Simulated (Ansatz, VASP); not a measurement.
InP in VASP and in Ansatz

```
CELL_PARAMETERS angstrom
0.00000 2.93050 2.93050
2.93050 0.00000 2.93050
2.93050 2.93050 0.00000
ATOMIC_POSITIONS crystal
In 0.00000 0.00000 0.00000
P 0.75000 0.75000 0.75000
```

Alike in both runs: task single point; functional LDA; k mesh 8 × 8 × 8; occupations gaussian, width 0.05 eV; no spin polarisation.

|  | VASP | Ansatz |
| --- | --- | --- |
| version | VASP 6.6.1 | Ansatz 0.2.0 |
| potentials or method | VASP PAW LDA potentials, release 64 (In_d, P), cutoff 520 eV | scalar-relativistic, plane waves, PAW |
| valence electrons in the cell | 18 | 18 |

```csv
,VASP,Ansatz,Ansatz less VASP
pressure (GPa),-1.2,-1.2,-0.02
```

LDA's correlation is that of Perdew and Zunger in VASP and of Perdew and Wang (1992) in Ansatz.
